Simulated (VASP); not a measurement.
# CoSn (P6/mmm) in VASP: further runs

CoSn is run at these levels: PBEsol; tasks: single point.

Everything below comes from runs of VASP 6.6.1. Logs are shortened: lines on timing, memory, paths and dates and some standing lists are left out, and cuts for length are marked.

### Step 1. The cell of the first run

The structure is hexagonal, space group P6/mmm (No. 191). The conventional cell has a = 5.220 Å, b = 5.220 Å, c = 4.168 Å, α = 90.00°, β = 90.00°, γ = 120.00°. Co (site symmetry mmm) has 6 Sn at 2.57 to 2.61 Å and 4 Co at 2.61 Å within 3.4 Å. Within 3.4 Å of Sn (site symmetry -6m2) lie 6 Co at 2.57 Å and 3 Sn at 3.01 Å. Within 3.4 Å of Sn (site symmetry 6/mmm) lie 6 Co at 2.61 Å.

### Step 2. Single point, PBEsol

INCAR

```
SYSTEM = CoSn
ALGO = Fast
EDIFF = 1E-7
ENCUT = 520
GGA = PS
ISIF = 2
ISMEAR = 0
LASPH = .True.
LCHARG = .True.
LELF = .True.
LREAL = .False.
LVHAR = .True.
LWAVE = .False.
NBANDS = 44
NELM = 80
PREC = Accurate
SIGMA = 0.1
```

KPOINTS

```
k-points
0
Gamma
  12 12 8
  0 0 0
```

POSCAR

```
CoSn
1.0
    5.2197158249      0.0000000000      0.0000000000
   -2.6098579124      4.5204065049      0.0000000000
    0.0000000000      0.0000000000      4.1684718843
Co Sn
3 3
Direct
    0.0000000000      0.5000000000      0.0000000000
    0.5000000000      0.5000000000      0.0000000000
    0.5000000000      0.0000000000      0.0000000000
    0.6666666667      0.3333333333      0.5000000000
    0.3333333333      0.6666666667      0.5000000000
    0.0000000000      0.0000000000      0.0000000000
```

Potentials or basis: VASP PAW PBE potentials, release 64 (Co, Sn_d).

Run with:

```bash
$ cat potpaw_PBE.64/Co/POTCAR potpaw_PBE.64/Sn_d/POTCAR > POTCAR
$ mpirun -np 1 vasp_std > vasp.out
```

OUTCAR:

```text
SYSTEM = CoSn
   EDIFF = 1E-7
   ENCUT = 520
   GGA = PS
   ISIF = 2
   ISMEAR = 0
   LASPH = .True.
   LREAL = .False.
   NELM = 80
   PREC = Accurate

 ion  position               nearest neighbor table
   1  0.000  0.500  0.000-   4 2.57   5 2.57   4 2.57   5 2.57   6 2.61   6 2.61   2 2.61   2 2.61
                             3 2.61   3 2.61
   2  0.500  0.500  0.000-   4 2.57   5 2.57   4 2.57   5 2.57   3 2.61   3 2.61   1 2.61   1 2.61
                             6 2.61   6 2.61
   3  0.500  0.000  0.000-   4 2.57   5 2.57   4 2.57   5 2.57   2 2.61   2 2.61   6 2.61   6 2.61
                             1 2.61   1 2.61
   4  0.667  0.333  0.500-   3 2.57   3 2.57   1 2.57   1 2.57   2 2.57   2 2.57   5 3.01   5 3.01
                             5 3.01   6 3.66   6 3.66   6 3.66   6 3.66   6 3.66   6 3.66
   5  0.333  0.667  0.500-   3 2.57   3 2.57   1 2.57   1 2.57   2 2.57   2 2.57   4 3.01   4 3.01
                             4 3.01   6 3.66   6 3.66   6 3.66   6 3.66   6 3.66   6 3.66
   6  0.000  0.000  0.000-   1 2.61   1 2.61   3 2.61   3 2.61   2 2.61   2 2.61   5 3.66   4 3.66
                             5 3.66   4 3.66   4 3.66   4 3.66   5 3.66   5 3.66   4 3.66   5 3.66

  LATTYP: Found a hexagonal cell.
 ALAT       =     5.2197158249
 C/A-ratio  =     0.7986013078

  Lattice vectors:

 A1 = (   5.2197158249,   0.0000000000,   0.0000000000)
 A2 = (  -2.6098579124,   4.5204065049,   0.0000000000)
 A3 = (   0.0000000000,   0.0000000000,   4.1684718843)

Analysis of symmetry for initial positions (statically):
=====================================================================
 Subroutine PRICEL returns:
 Original cell was already a primitive cell.

 Routine SETGRP: Setting up the symmetry group for a
 hexagonal supercell.

 Subroutine GETGRP returns: Found 24 space group operations
 (whereof 24 operations were pure point group operations)
 out of a pool of 24 trial point group operations.

The static configuration has the point symmetry D_6h.

Analysis of symmetry for dynamics (positions and initial velocities):
=====================================================================
 Subroutine PRICEL returns:
 Original cell was already a primitive cell.

 Routine SETGRP: Setting up the symmetry group for a
 hexagonal supercell.

 Subroutine GETGRP returns: Found 24 space group operations
 (whereof 24 operations were pure point group operations)
 out of a pool of 24 trial point group operations.

The dynamic configuration has the point symmetry D_6h.

 Subroutine INISYM returns: Found 24 space group operations
 (whereof 24 operations are pure point group operations),
 and found     1 'primitive' translations

----------------------------------------------------------------------------------------

                                     Primitive cell

  volume of cell :      98.3561

  direct lattice vectors                    reciprocal lattice vectors
     5.219715825  0.000000000  0.000000000     0.191581311  0.110609521  0.000000000
    -2.609857912  4.520406505  0.000000000     0.000000000  0.221219043  0.000000000
     0.000000000  0.000000000  4.168471884     0.000000000  0.000000000  0.239896064

  length of vectors
     5.219715825  5.219715825  4.168471884     0.221219043  0.221219043  0.239896064

  position of ions in fractional coordinates (direct lattice)
     0.000000000  0.500000000  0.000000000
     0.500000000  0.500000000  0.000000000
     0.500000000  0.000000000  0.000000000
     0.666666667  0.333333333  0.500000000
     0.333333333  0.666666667  0.500000000
     0.000000000  0.000000000  0.000000000

  ion indices of the primitive-cell ions
   primitive index   ion index
                 1           1
                 2           2
                 3           3
                 4           4
                 5           5
                 6           6

----------------------------------------------------------------------------------------

 KPOINTS: k-points

Automatic generation of k-mesh.
 Grid dimensions read from file:
 generate k-points for:   12   12    8

 Generating k-lattice:

  Cartesian coordinates                     Fractional coordinates (reciprocal lattice)
     0.015965109  0.009217460  0.000000000     0.083333333  0.000000000  0.000000000
     0.000000000  0.018434920  0.000000000     0.000000000  0.083333333  0.000000000
     0.000000000  0.000000000  0.029987008     0.000000000  0.000000000  0.125000000

  Length of vectors
     0.018434920  0.018434920  0.029987008

  Shift w.r.t. Gamma in fractional coordinates (k-lattice)
     0.000000000  0.000000000  0.000000000

 Subroutine IBZKPT returns following result:
 ===========================================

 Found     95 irreducible k-points:

 Following reciprocal coordinates:
            Coordinates               Weight
  0.000000  0.000000  0.000000      1.000000
  0.083333  0.000000  0.000000      6.000000
  0.166667 -0.000000  0.000000      6.000000
  0.250000 -0.000000  0.000000      6.000000
  0.333333 -0.000000  0.000000      6.000000
  0.416667 -0.000000  0.000000      6.000000
[... 16 lines left out ...]
  0.250000 -0.000000  0.125000     12.000000
  0.333333 -0.000000  0.125000     12.000000
 [... further k-points ...]
   k-points           NKPTS =     95   k-points in BZ     NKDIM =     95   number of bands    NBANDS=     44
   number of dos      NEDOS =    301   number of ions     NIONS =      6
   total plane-waves  NPLWV =  51200
   dimension x,y,z NGX =    40 NGY =   40 NGZ =   32
   dimension x,y,z NGXF=    80 NGYF=   80 NGZF=   64
   ions per type =               3   3
   NGX,Y,Z   is equivalent  to a cutoff of  12.74, 12.74, 12.76 a.u.
   NGXF,Y,Z  is equivalent  to a cutoff of  25.48, 25.48, 25.52 a.u.
 SYSTEM =  CoSn
   PREC   = accura    normal or accurate (medium, high low for compatibility)
   ISTART =      0    job   : 0-new  1-cont  2-samecut
   ICHARG =      2    charge: 1-file 2-atom 10-const
   ISPIN  =      1    spin polarized calculation?
   LNONCOLLINEAR =      F non collinear calculations
   LSORBIT =      F    spin-orbit coupling
   LASPH  =      T    aspherical Exc in radial PAW
   ENCUT  =  520.0 eV  38.22 Ry    6.18 a.u.   9.71  9.71  7.75*2*pi/ulx,y,z
   NELM   =     80;   NELMIN=  2; NELMDL= -5     # of ELM steps
   EDIFF  = 0.1E-06   stopping-criterion for ELM
   LREAL  =      F    real-space projection
   EDIFFG = 0.1E-05   stopping-criterion for IOM
   NSW    =      0    number of steps for IOM
   IBRION =     -1    ionic relax: 0-MD 1-quasi-New 2-CG
   NFREE  =      0    steps in history (QN), initial steepest desc. (CG)
   ISIF   =      2    stress and relaxation
   ISYM   =      2    0-nonsym 1-usesym 2-fastsym
   POTIM  = 0.5000    time-step for ionic-motion
   TEBEG  =    0.0;   TEEND  =   0.0 temperature during run
   PSTRESS=    0.0 pullay stress
   NELECT =      69.0000    total number of electrons
   NUPDOWN=      -1.0000    fix difference up-down
   EMIN   =  10.00;   EMAX   =-10.00  energy-range for DOS
   EFERMI =   0.00;   METHOD = LEGACY
   ISMEAR =     0;   SIGMA  =   0.10  broadening in eV -4-tet -1-fermi 0-gaus
   EFERMI_NEDOS =   21; number of points for ismear=-14 and -15
   IALGO  =     68    algorithm
   IMIX   =      4    mixing-type and parameters
     AMIX     =   0.40;   BMIX     =  1.00
     AMIX_MAG =   1.60;   BMIX_MAG =  1.00
  volume/ion in A,a.u.               =      16.39       110.62
  Fermi-wavevector in a.u.,A,eV,Ry     =   1.454646  2.748883 28.789877  2.115996
  Thomas-Fermi vector in A             =   2.571773
   LORBIT       =      0    0 simple, 1 ext, 2 COOP (PROOUT), +10 PAW based schemes
   GGA     = PS    functional components
   LHFCALC =     F    Hartree Fock is set to
   AEXX    =    0.0000 exact exchange contribution
   IVDW    =     0    specifies the selected vdW correction
   LEPSILON=     F    determine dielectric tensor
   LRPA    =     F    only Hartree local field effects (RPA)
 non-spin polarized calculation
 RMM-DIIS sequential band-by-band and
 Gauss-broadening in eV      SIGMA  =   0.10
  energy-cutoff  :      520.00
  volume of cell :       98.36
 maximum number of plane-waves:      2674
 NGX is ok and might be reduce to    40
   NGX = 19   NGY = 19   NGZ = 15

 number of electron      68.9999995 magnetization

 Free energy of the ion-electron system (eV)
  ---------------------------------------------------
  ext. energy  EPLUGINS =         0.00000000
  ---------------------------------------------------
  free energy    TOTEN  =       -36.98107764 eV

  energy without entropy =      -36.96883650  energy(sigma->0) =      -36.97495707

 E-fermi :  10.1802     XC(G=0): -12.0951

 val. band max:       10.1678820600   @ k =   0.3333  -0.0000   0.1250
 cond. band min:      10.1949069332   @ k =   0.0833   0.0833   0.5000
 fundamental gap:      0.0270248731
 Fermi energy:        10.1801522216

 k-point     1 :       0.0000    0.0000    0.0000
  band No.  band energies     occupation
      1     -11.2012      2.00000
      2     -11.0863      2.00000
      3     -11.0863      2.00000
      4     -11.0858      2.00000
      5     -11.0858      2.00000
      6     -10.9992      2.00000
[... 36 lines left out ...]
     43      16.3380      0.00000
     44      16.9066      0.00000

 k-point     2 :       0.0833    0.0000    0.0000
  band No.  band energies     occupation
      1     -11.2004      2.00000
      2     -11.0931      2.00000
      3     -11.0902      2.00000
      4     -11.0869      2.00000
      5     -11.0861      2.00000
      6     -11.0052      2.00000
[... 36 lines left out ...]
     43      16.1748      0.00000
     44      16.2031      0.00000

 k-point     3 :       0.1667   -0.0000    0.0000
  band No.  band energies     occupation
      1     -11.1984      2.00000
      2     -11.1090      2.00000
      3     -11.1010      2.00000
      4     -11.0898      2.00000
      5     -11.0863      2.00000
      6     -11.0133      2.00000
[... 976 lines left out ...]
     43      15.1177      0.00000
     44      17.0260      0.00000

 k-point    24 :       0.3333   -0.0000    0.1250
  band No.  band energies     occupation
      1     -11.1909      2.00000
      2     -11.1444      2.00000
      3     -11.1301      2.00000
      4     -11.0926      2.00000
      5     -11.0807      2.00000
      6     -11.0159      2.00000
[... 36 lines left out ...]
     43      15.1287      0.00000
     44      16.9473      0.00000

 [... further k-points ...]
[... 5 lines left out ...]
  --------------------------------------------------------------------------------------
  -------------------------------------------------------------------------------------
  Total       -0.0296894     -0.0296894     -0.0894137     -0.0000000      0.0000000     -0.0000000
  in kB       -0.4836274     -0.4836274     -1.4565093     -0.0000000      0.0000000     -0.0000000
  external PRESSURE =      -0.8079214 kB  Pullay stress =       0.0000000 kB

 VOLUME and BASIS-vectors are now :
 -----------------------------------------------------------------------------
  energy-cutoff  :      520.00
  volume of cell :       98.36
      direct lattice vectors                 reciprocal lattice vectors
     5.219715825  0.000000000  0.000000000     0.191581311  0.110609521  0.000000000
    -2.609857912  4.520406505  0.000000000     0.000000000  0.221219043  0.000000000
     0.000000000  0.000000000  4.168471884     0.000000000  0.000000000  0.239896064

 POSITION                                       TOTAL-FORCE (eV/Angst)
 -----------------------------------------------------------------------------------
     -1.30493      2.26020      0.00000        -0.000000      0.000000      0.000000
      1.30493      2.26020      0.00000        -0.000000      0.000000      0.000000
      2.60986      0.00000      0.00000        -0.000000      0.000000      0.000000
      2.60986      1.50680      2.08424         0.000000     -0.000000      0.000000
     -0.00000      3.01360      2.08424        -0.000000      0.000000      0.000000
      0.00000      0.00000      0.00000        -0.000000      0.000000      0.000000
 -----------------------------------------------------------------------------------
    total drift:                               -0.000000      0.000000     -0.000000

  FREE ENERGIE OF THE ION-ELECTRON SYSTEM (eV)
  ---------------------------------------------------
  free  energy   TOTEN  =       -36.9810776391 eV

  energy  without entropy=      -36.9688365027  energy(sigma->0) =      -36.97495707
```

Run time: 14 min. Hardware: 1 thread of Intel Xeon 8259CL, shared host; peak memory 0.45 GiB.

Results:

| Quantity | Value |
| --- | --- |
| Free energy | -36.9811 eV |
| Pressure | -0.1 GPa |
| Band gap on the k mesh | zero (an odd number of electrons rules out a gap without spin polarisation) |

Levels at points of the mesh, in eV from the Fermi level:
```csv
k point,band 30,band 31,band 32,band 33,band 34,band 35,band 36,band 37,band 38,band 39
"(0.00, 0.00, 0.00)",-0.44,-0.43,-0.43,-0.40,-0.40,0.54,0.69,1.44,1.44,3.01
"(0.50, 0.00, 0.00)",-0.96,-0.64,-0.42,-0.41,0.76,1.06,1.78,1.87,2.68,3.45
"(0.00, 0.00, 0.50)",-0.96,-0.96,-0.50,-0.49,-0.49,-0.39,-0.39,-0.18,0.54,1.41
"(0.50, 0.00, 0.50)",-1.26,-0.98,-0.70,-0.50,-0.43,-0.40,-0.11,0.45,1.32,4.14
```

Caveat: the PAW data sets were made with another functional, which shifts forces and pressure a little; spin-orbit coupling is left out, which moves the levels of the heavy elements; the run has no spin polarisation, though such a crystal can be magnetic. Spin polarisation is off, so any magnetic state and its effect on volume and gap are missing.

### Step 3. Single point, PBEsol

This run uses another cell than the first one, of 16.63 Å³/atom.

INCAR

```
SYSTEM = CoSn
  ALGO = Fast
  EDIFF = 1E-6
  ENCUT = 520
  GGA = PS
  ISIF = 2
  ISMEAR = 0
  LASPH = .True.
  LCHARG = .True.
  LELF = .True.
  LREAL = .False.
  LVHAR = .True.
  LWAVE = .False.
  NBANDS = 44
  NELM = 80
  PREC = Accurate
  SIGMA = 0.1
```

KPOINTS is that of step 2.

POSCAR

```
CoSn
1.0
    5.2460399276      0.0000000000      0.0000000000
   -2.6230199638      4.5432038466      0.0000000000
    0.0000000000      0.0000000000      4.1875903000
Co Sn
3 3
Direct
    0.0000000000      0.5000000000      0.0000000000
    0.5000000000      0.5000000000      0.0000000000
    0.5000000000      0.0000000000      0.0000000000
    0.6666666700      0.3333333300      0.5000000000
    0.3333333300      0.6666666700      0.5000000000
    0.0000000000      0.0000000000      0.0000000000
```

Potentials or basis: VASP PAW PBE potentials, release 64 (Co, Sn_d).

Run with:

```bash
$ cat potpaw_PBE.64/Co/POTCAR potpaw_PBE.64/Sn_d/POTCAR > POTCAR
$ mpirun -np 1 vasp_std > vasp.out
```

Wall time 3.7 min (1 thread of Intel Xeon 6975P-C (Granite Rapids), shared host); peak memory 0.45 GiB.

It converged, with:

| Property | Result |
| --- | --- |
| Free energy | -36.9716 eV |
| Pressure | -2.2 GPa |
| Band gap on the k mesh | zero (an odd number of electrons rules out a gap without spin polarisation) |

Levels at points of the mesh, in eV from the Fermi level:
| k point | band 31 | band 32 | band 33 | band 34 | band 35 | band 36 | band 37 | band 38 |
| --- | --- | --- | --- | --- | --- | --- | --- | --- |
| (0.00, 0.00, 0.00) | -0.43 | -0.43 | -0.40 | -0.40 | 0.52 | 0.66 | 1.41 | 1.41 |
| (0.50, 0.00, 0.00) | -0.63 | -0.42 | -0.41 | 0.74 | 1.04 | 1.73 | 1.85 | 2.60 |
| (0.00, 0.00, 0.50) | -0.95 | -0.49 | -0.49 | -0.49 | -0.38 | -0.38 | -0.17 | 0.52 |
| (0.50, 0.00, 0.50) | -0.96 | -0.69 | -0.49 | -0.42 | -0.40 | -0.11 | 0.44 | 1.29 |

Caveat: the PAW data sets were made with another functional, which shifts forces and pressure a little; spin-orbit coupling is left out, which moves the levels of the heavy elements; the run has no spin polarisation, though such a crystal can be magnetic.

[end of part 1 of 2]
